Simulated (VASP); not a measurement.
# Mn2Se (Pn-3m) in VASP: further runs

The runs below take Mn2Se through single point, with PBE.

Everything below comes from runs of VASP 6.6.1. Logs are shortened: lines on timing, memory, paths and dates and some standing lists are left out, and cuts for length are marked.

**1. The cell of the first run**

Symmetry: Pn-3m, No. 224, cubic system. Conventional cell: a = 4.903 Å, b = 4.903 Å, c = 4.903 Å, α = 90.00°, β = 90.00°, γ = 90.00°. Within 2.8 Å of Mn (site symmetry -3m) lie 2 Se at 2.12 Å. Se (site symmetry -43m) has 4 Mn at 2.12 Å within 2.8 Å.

**2. Single point, PBE, collinear spin, ferromagnetic start**

File INCAR:

```
PREC     = Accurate       # precision mode
ENCUT    = 500            # plane-wave cutoff, eV
EDIFF    = 1E-6           # SCF threshold, eV
ISMEAR   = 0              # smearing method
SIGMA    = 0.1            # smearing width, eV
LREAL    = False          # projectors in reciprocal space
LASPH    = True           # aspherical terms in the spheres
NELM     = 200            # most SCF steps
ALGO     = Normal         # electronic algorithm
ISIF     = 2              # what is computed and relaxed
LWAVE    = False          # write WAVECAR
LCHARG   = False          # write CHGCAR
ISPIN    = 2              # spin polarisation
MAGMOM   = 4 4 4 4 0 0    # initial moments
LORBIT   = 11             # projections on sites
LMAXMIX  = 4              # l up to which the mixer works
GGA      = PE             # functional
NBANDS   = 45             # bands
GGA_COMPAT= False
```

File KPOINTS:

```
regular mesh
0
Gamma
  4 4 4
```

File POSCAR:

```
Mn2Se
1.0
    4.9031674816      0.0000000000      0.0000000000
    0.0000000000      4.9031674816      0.0000000000
    0.0000000000      0.0000000000      4.9031674816
Mn Se
4 2
Direct
    0.2500000000      0.2500000000      0.2500000000
    0.2500000000      0.7500000000      0.7500000000
    0.7500000000      0.7500000000      0.2500000000
    0.7500000000      0.2500000000      0.7500000000
    0.0000000000      0.0000000000      0.0000000000
    0.5000000000      0.5000000000      0.5000000000
```

Potentials or basis: VASP PAW PBE potentials, release 64 (Mn_pv, Se).

The run is started by

```bash
> cat potpaw_PBE.64/Mn_pv/POTCAR potpaw_PBE.64/Se/POTCAR > POTCAR
> mpirun -np 1 vasp_std > vasp.out
```

OUTCAR:

```text
PREC = Accurate
   ENCUT = 500
   EDIFF = 1E-6
   ISMEAR = 0
   LREAL = False
   LASPH = True
   NELM = 200
   ISIF = 2
   ISPIN = 2
   LORBIT = 11
   GGA = PE

 ion  position               nearest neighbor table
   1  0.250  0.250  0.250-   5 2.12   6 2.12
   2  0.250  0.750  0.750-   5 2.12   6 2.12
   3  0.750  0.750  0.250-   5 2.12   6 2.12
   4  0.750  0.250  0.750-   5 2.12   6 2.12
   5  0.000  0.000  0.000-   1 2.12   2 2.12   3 2.12   4 2.12
   6  0.500  0.500  0.500-   1 2.12   2 2.12   3 2.12   4 2.12

  LATTYP: Found a simple cubic cell.
 ALAT       =     4.9031674816

  Lattice vectors:

 A1 = (   4.9031674816,   0.0000000000,   0.0000000000)
 A2 = (   0.0000000000,   4.9031674816,   0.0000000000)
 A3 = (   0.0000000000,   0.0000000000,   4.9031674816)

Analysis of symmetry for initial positions (statically):
=====================================================================
 Subroutine PRICEL returns:
 Original cell was already a primitive cell.

 Routine SETGRP: Setting up the symmetry group for a
 simple cubic supercell.

 Subroutine GETGRP returns: Found 48 space group operations
 (whereof 24 operations were pure point group operations)
 out of a pool of 48 trial point group operations.

The static configuration has the point symmetry T_d .
 The point group associated with its full space group is O_h .

Analysis of symmetry for dynamics (positions and initial velocities):
=====================================================================
 Subroutine PRICEL returns:
 Original cell was already a primitive cell.

 Routine SETGRP: Setting up the symmetry group for a
 simple cubic supercell.

 Subroutine GETGRP returns: Found 48 space group operations
 (whereof 24 operations were pure point group operations)
 out of a pool of 48 trial point group operations.

The dynamic configuration has the point symmetry T_d .
 The point group associated with its full space group is O_h .

Analysis of structural, dynamic, and magnetic symmetry:
=====================================================================
 Subroutine PRICEL returns:
 Original cell was already a primitive cell.

 Routine SETGRP: Setting up the symmetry group for a
 simple cubic supercell.

 Subroutine GETGRP returns: Found 48 space group operations
 (whereof 24 operations were pure point group operations)
 out of a pool of 48 trial point group operations.

The overall configuration has the point symmetry T_d .
 The point group associated with its full space group is O_h .
[... 125 lines left out ...]
  energy-cutoff  :      500.00
  volume of cell :      117.88
 maximum number of plane-waves:      3016
 NGX is ok and might be reduce to    36
   NGX = 17   NGY = 17   NGZ = 17

 number of electron      64.0000035 magnetization      15.0600869

 Free energy of the ion-electron system (eV)
  ---------------------------------------------------
  ext. energy  EPLUGINS =         0.00000000
  ---------------------------------------------------
  free energy    TOTEN  =       -36.41858758 eV

  energy without entropy =      -36.39522827  energy(sigma->0) =      -36.40690793

 E-fermi :   5.3577     XC(G=0): -10.2684

 val. band max:        5.3144056940   @ k =   0.2500   0.2500   0.0000
 cond. band min:       5.4006476995   @ k =   0.5000   0.2500   0.2500
 fundamental gap:      0.0862420055
 Fermi energy:         5.3577101504

 spin component 1

 k-point     1 :       0.0000    0.0000    0.0000
  band No.  band energies     occupation
      1     -44.4299      1.00000
      2     -44.4299      1.00000
      3     -44.4204      1.00000
      4     -44.4204      1.00000
      5     -44.4204      1.00000
      6     -44.4171      1.00000
[... 459 lines left out ...]
     43       8.2142      0.00000
     44      11.3836      0.00000
 Fermi energy:         5.3577101504

 spin component 2

 k-point     1 :       0.0000    0.0000    0.0000
  band No.  band energies     occupation
      1     -41.0205      1.00000
      2     -40.9780      1.00000
      3     -40.9780      1.00000
      4     -40.9780      1.00000
      5     -40.5455      1.00000
      6     -40.5455      1.00000
[... 459 lines left out ...]
     43       8.7363      0.00000
     44      12.3528      0.00000
 [bands above 44 left out]

------------------------ aborting loop because EDIFF is reached ----------------------------------------

  FORCE on cell =-STRESS in cart. coord.  units (eV):
  Direction    XX          YY          ZZ          XY          YZ          ZX
  --------------------------------------------------------------------------------------
  -------------------------------------------------------------------------------------
  Total       19.7656186     19.7656186     19.7656186      0.0000000      0.0000000      0.0000000
  in kB      268.6524516    268.6524516    268.6524516      0.0000000      0.0000000      0.0000000
  external PRESSURE =     268.6524516 kB  Pullay stress =       0.0000000 kB

 VOLUME and BASIS-vectors are now :
 -----------------------------------------------------------------------------
  energy-cutoff  :      500.00
  volume of cell :      117.88
      direct lattice vectors                 reciprocal lattice vectors
     4.903167482  0.000000000  0.000000000     0.203949794  0.000000000  0.000000000
     0.000000000  4.903167482  0.000000000     0.000000000  0.203949794  0.000000000
     0.000000000  0.000000000  4.903167482     0.000000000  0.000000000  0.203949794

 POSITION                                       TOTAL-FORCE (eV/Angst)
 -----------------------------------------------------------------------------------
      1.22579      1.22579      1.22579         0.000000      0.000000      0.000000
      1.22579      3.67738      3.67738        -0.000000      0.000000      0.000000
      3.67738      3.67738      1.22579        -0.000000     -0.000000     -0.000000
      3.67738      1.22579      3.67738         0.000000      0.000000     -0.000000
      0.00000      0.00000      0.00000        -0.000000     -0.000000      0.000000
      2.45158      2.45158      2.45158         0.000000     -0.000000      0.000000
 -----------------------------------------------------------------------------------
    total drift:                                0.000000      0.000000      0.000000

  FREE ENERGIE OF THE ION-ELECTRON SYSTEM (eV)
  ---------------------------------------------------
  free  energy   TOTEN  =       -36.4185875787 eV

  energy  without entropy=      -36.3952282749  energy(sigma->0) =      -36.40690793

 total charge

# of ion       s       p       d       tot
------------------------------------------
    1        0.323   6.259   5.161  11.744
    2        0.323   6.259   5.161  11.744
    3        0.323   6.259   5.161  11.744
    4        0.323   6.259   5.161  11.744
    5        1.456   2.676   0.158   4.290
    6        1.456   2.676   0.158   4.290
--------------------------------------------------
tot          4.206  30.390  20.960  55.556

 magnetization (x)

# of ion       s       p       d       tot
------------------------------------------
    1        0.066   0.035   3.440   3.541
    2        0.066   0.035   3.440   3.541
    3        0.066   0.035   3.440   3.541
    4        0.066   0.035   3.440   3.541
    5       -0.007   0.023   0.035   0.050
    6       -0.007   0.023   0.035   0.050
--------------------------------------------------
tot          0.248   0.186  13.829  14.264
```

stdout:

```text
POSCAR found type information on POSCAR MnSe
 POSCAR found :  2 types and       6 ions
 scaLAPACK will be used
 LDA part: xc-table for (Slater+PW92), standard interpolation
 POSCAR, INCAR and KPOINTS ok, starting setup
 FFT: planning ... GRIDC
 FFT: planning ... GRID_SOFT
 FFT: planning ... GRID
 WAVECAR not read
 entering main loop
```

Run time: 89 s. Hardware: 1 thread of Intel Xeon 8259CL, shared host; peak memory 0.27 GiB.

What came out:

| Item | Value |
| --- | --- |
| Free energy | -36.4186 eV |
| Pressure | 26.9 GPa |
| Net moment | 15.06 μB per cell |
| Site moments | Mn +3.54; Se +0.05 μB |
| Valence electrons inside the program's atomic spheres | Mn 11.74; Se 4.29 |

Levels at points of the mesh, in eV from the Fermi level:
Spin up:
```csv
k point,band 36,band 37,band 38,band 39,band 40,band 41,band 42,band 43,band 44,band 45
"(0.00, 0.00, 0.00)",-1.71,-1.71,-0.17,-0.17,0.27,0.27,0.27,2.72,6.11,6.11
"(0.50, 0.00, 0.00)",-1.83,-0.63,-0.63,-0.07,-0.07,2.37,2.37,4.60,4.60,5.14
"(0.50, 0.50, 0.00)",-1.66,-0.60,-0.60,-0.30,-0.30,1.63,1.63,3.60,3.60,6.34
"(0.50, 0.50, 0.50)",-1.80,-0.58,-0.58,-0.58,-0.53,2.86,2.86,2.86,6.03,6.03
```
Spin down:
```tsv
k point	band 22	band 23	band 24	band 25	band 26	band 27
(0.00, 0.00, 0.00)	-0.76	-0.76	-0.51	-0.51	-0.51	0.29
(0.50, 0.00, 0.00)	-1.51	-0.47	-0.47	0.45	0.45	0.71
(0.50, 0.50, 0.00)	-0.93	-0.86	-0.86	0.54	0.54	0.55
(0.50, 0.50, 0.50)	-0.89	-0.89	-0.10	-0.10	0.82	0.82
```

Caveat: the cell stands under pressure; the run started ferromagnetic, and an antiferromagnetic order may lie lower in energy. With open d or f shells a metallic result of PBE can be an artefact of self-interaction; +U or a hybrid may open a gap.

**3. Single point, PBE, collinear spin, ferromagnetic start**

This run uses another cell than the first one, of 26.72 Å³/atom.

File INCAR:

```
  PREC = Accurate
  ENCUT = 500
  EDIFF = 1E-6
  ISMEAR = 0
  SIGMA = 0.1
  LREAL = F
  LASPH = T
  NELM = 200
  ALGO = Normal
  ISIF = 2
  LWAVE = F
  LCHARG = F
  ISPIN = 2
  MAGMOM = 3.5 3.5 3.5 3.5 0 0
  LORBIT = 11
  LMAXMIX = 4
  GGA = PE
  NBANDS = 45
  GGA_COMPAT = F
```

File KPOINTS:

```
Automatic mesh
0
Gamma
  4 4 4
```

Changes to POSCAR since step 2:

```diff
@@ -2,5 +2,5 @@
 1.0
-    4.9031674816      0.0000000000      0.0000000000
-    0.0000000000      4.9031674816      0.0000000000
-    0.0000000000      0.0000000000      4.9031674816
+    5.4325496281      0.0000000000      0.0000000000
+    0.0000000000      5.4325496281      0.0000000000
+    0.0000000000      0.0000000000      5.4325496281
 Mn Se
```

Potentials or basis: VASP PAW PBE potentials, release 64 (Mn_pv, Se).

The run is started by

```bash
> cat potpaw_PBE.64/Mn_pv/POTCAR potpaw_PBE.64/Se/POTCAR > POTCAR
> mpirun -np 1 vasp_std > vasp.out
```

OUTCAR:

```text
PREC = Accurate
   ENCUT = 500
   EDIFF = 1E-6
   ISMEAR = 0
   LREAL = F
   LASPH = T
   NELM = 200
   ISIF = 2
   ISPIN = 2
   LORBIT = 11
   GGA = PE

 ion  position               nearest neighbor table
   1  0.250  0.250  0.250-   5 2.35   6 2.35
   2  0.250  0.750  0.750-   5 2.35   6 2.35
   3  0.750  0.750  0.250-   5 2.35   6 2.35
   4  0.750  0.250  0.750-   5 2.35   6 2.35
   5  0.000  0.000  0.000-   1 2.35   2 2.35   3 2.35   4 2.35
   6  0.500  0.500  0.500-   1 2.35   2 2.35   3 2.35   4 2.35

  LATTYP: Found a simple cubic cell.
 ALAT       =     5.4325496281

  Lattice vectors:

 A1 = (   5.4325496281,   0.0000000000,   0.0000000000)
 A2 = (   0.0000000000,   5.4325496281,   0.0000000000)
 A3 = (   0.0000000000,   0.0000000000,   5.4325496281)

Analysis of symmetry for initial positions (statically):
=====================================================================
 Subroutine PRICEL returns:
 Original cell was already a primitive cell.

[... 1139 lines left out ...]
  Total        0.2181191      0.2181191      0.2181191     -0.0000000      0.0000000      0.0000000
  in kB        2.1796822      2.1796822      2.1796822     -0.0000000      0.0000000      0.0000000
  external PRESSURE =       2.1796822 kB  Pullay stress =       0.0000000 kB

 VOLUME and BASIS-vectors are now :
 -----------------------------------------------------------------------------
  energy-cutoff  :      500.00
  volume of cell :      160.33
      direct lattice vectors                 reciprocal lattice vectors
     5.432549628  0.000000000  0.000000000     0.184075631  0.000000000  0.000000000
     0.000000000  5.432549628  0.000000000     0.000000000  0.184075631  0.000000000
     0.000000000  0.000000000  5.432549628     0.000000000  0.000000000  0.184075631

 POSITION                                       TOTAL-FORCE (eV/Angst)
 -----------------------------------------------------------------------------------
      1.35814      1.35814      1.35814        -0.000000      0.000000      0.000000
      1.35814      4.07441      4.07441         0.000000     -0.000000     -0.000000
      4.07441      4.07441      1.35814         0.000000      0.000000     -0.000000
      4.07441      1.35814      4.07441         0.000000     -0.000000      0.000000
      0.00000      0.00000      0.00000         0.000000      0.000000     -0.000000
      2.71627      2.71627      2.71627        -0.000000      0.000000     -0.000000
 -----------------------------------------------------------------------------------
    total drift:                                0.000000      0.000000     -0.000000

  FREE ENERGIE OF THE ION-ELECTRON SYSTEM (eV)
  ---------------------------------------------------
  free  energy   TOTEN  =       -39.4266514266 eV

  energy  without entropy=      -39.4014269907  energy(sigma->0) =      -39.41403921

 total charge

# of ion       s       p       d       tot
------------------------------------------
    1        0.277   6.143   5.030  11.451
    2        0.277   6.143   5.030  11.451
    3        0.277   6.143   5.030  11.451
    4        0.277   6.143   5.030  11.451
    5        1.432   2.502   0.066   4.001
    6        1.432   2.502   0.066   4.001
--------------------------------------------------
tot          3.974  29.577  20.253  53.804

 magnetization (x)

# of ion       s       p       d       tot
------------------------------------------
    1        0.062   0.013   3.782   3.857
    2        0.062   0.013   3.782   3.857
    3        0.062   0.013   3.782   3.857
    4        0.062   0.013   3.782   3.857
    5       -0.013  -0.044   0.016  -0.040
    6       -0.013  -0.044   0.016  -0.040
--------------------------------------------------
tot          0.223  -0.036  15.162  15.349
```

OSZICAR:

```text
N       E                     dE             d eps       ncg     rms          rms(c)
DAV:   1     0.666006501916E+03    0.66601E+03   -0.35556E+04  2080   0.144E+03
DAV:   2     0.122602100655E+02   -0.65375E+03   -0.63003E+03  1844   0.416E+02
DAV:   3    -0.388969273614E+02   -0.51157E+02   -0.48142E+02  2139   0.120E+02
DAV:   4    -0.409257947513E+02   -0.20289E+01   -0.20083E+01  2011   0.212E+01
DAV:   5    -0.409623040550E+02   -0.36509E-01   -0.36491E-01  2076   0.342E+00    0.173E+01
DAV:   6    -0.403787354967E+02    0.58357E+00   -0.34391E+01  2164   0.389E+01    0.167E+01
DAV:   7    -0.394196686460E+02    0.95907E+00   -0.55244E+00  2054   0.190E+01    0.706E+00
DAV:   8    -0.394382259627E+02   -0.18557E-01   -0.34262E-01  2139   0.308E+00    0.346E+00
DAV:   9    -0.394219965986E+02    0.16229E-01   -0.72631E-02  2038   0.151E+00    0.775E-01
DAV:  10    -0.394258776143E+02   -0.38810E-02   -0.14075E-02  2061   0.718E-01    0.279E-01
DAV:  11    -0.394265537104E+02   -0.67610E-03   -0.15704E-03  1993   0.266E-01    0.131E-01
DAV:  12    -0.394266095090E+02   -0.55799E-04   -0.35230E-04  2117   0.965E-02    0.629E-02
DAV:  13    -0.394266452152E+02   -0.35706E-04   -0.35676E-05  1872   0.404E-02    0.300E-02
DAV:  14    -0.394266507858E+02   -0.55706E-05   -0.13081E-05  1788   0.194E-02    0.123E-02
DAV:  15    -0.394266514266E+02   -0.64082E-06   -0.18208E-06  1530   0.102E-02
   1 F= -.39426651E+02 E0= -.39414039E+02  d E =-.252244E-01  mag=    16.0471
```

Run time: 2.2 min. Hardware: 1 thread of Intel Xeon 8259CL, shared host; peak memory 0.32 GiB.

Results:

```yaml
Free_energy: -39.4267 eV
Pressure: 0.2 GPa
Net_moment: 16.05 μB per cell
Site_moments: Mn +3.86; Se -0.04 μB
Valence_electrons_inside_the_program's_atomic_spheres: Mn 11.45; Se 4.00
```

Caveat: the run started ferromagnetic, and an antiferromagnetic order may lie lower in energy. With open d or f shells a metallic result of PBE can be an artefact of self-interaction; +U or a hybrid may open a gap.
